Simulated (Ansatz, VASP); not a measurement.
Two plane-wave programs on Sr

POSCAR

```
Sr
1.0
   -2.9810340495      2.4555022110      2.4555022110
    2.4555022110     -2.9810340495      2.4555022110
    2.4555022110      2.4555022110     -2.9810340495
Sr
1
Direct
    0.0000000000      0.0000000000      0.0000000000
```

The input INCAR.step1:

```
SYSTEM = Sr
PREC = Accurate
ENCUT = 520
ISMEAR = 0
SIGMA = 0.15
LREAL = .False.
LASPH = .True.
NELM = 100
NBANDS = 11
GGA = PE
ALGO = Normal
EDIFF = 1E-4
LWAVE = .True.
LCHARG = .False.
```

The input INCAR.step2:

```
SYSTEM = Sr
PREC = Accurate
ENCUT = 520
EDIFF = 1E-7
ISMEAR = 0
SIGMA = 0.15
LREAL = .False.
LASPH = .True.
NELM = 100
ALGO = Normal
ISIF = 2
LWAVE = .False.
LCHARG = .False.
METAGGA = R2SCAN
LMIXTAU = .True.
NBANDS = 11
ISTART = 1
```

KPOINTS

```
regular mesh
0
Gamma
  16 16 16
  0 0 0
```

Input for Ansatz:

```yaml
crystal:
  lattice:
    - [-2.9810340495, 2.455502211, 2.455502211]
    - [2.455502211, -2.9810340495, 2.455502211]
    - [2.455502211, 2.455502211, -2.9810340495]
  atoms:
    - { symbol: Sr, position: [0.0, 0.0, 0.0] }
basis:
  ecutwfc: 500
kpoints:
  mp_grid: { grid: [16, 16, 16] }
hamiltonian:
  xc: r2scan
scf:
  occupations: { method: gaussian, width: 0.15 }
output:
  forces: true
  stress: true
  eigenvalues: true
```

Alike in both runs: task single point; functional r2SCAN; k mesh 16 × 16 × 16; occupations gaussian, width 0.15 eV; no spin polarisation.

|  | VASP | Ansatz |
| --- | --- | --- |
| version | VASP 6.6.1 | Ansatz 0.2.0 |
| potentials or method | VASP PAW PBE potentials, release 64 (Sr_sv), cutoff 520 eV | scalar-relativistic, plane waves, PAW |
| valence electrons in the cell | 10 | 10 |

```csv
,VASP,Ansatz,Ansatz less VASP
gap on the k mesh at the Fermi level (eV),none,none,-
pressure (GPa),0.6,0.6,0.00
"traceless stress, the component that is largest in VASP (GPa)",4.44,4.44,-0.007
```

VASP's potentials were made for PBE, not for r2SCAN. A gap of «none» marks a metal or a gap that the smearing closes.
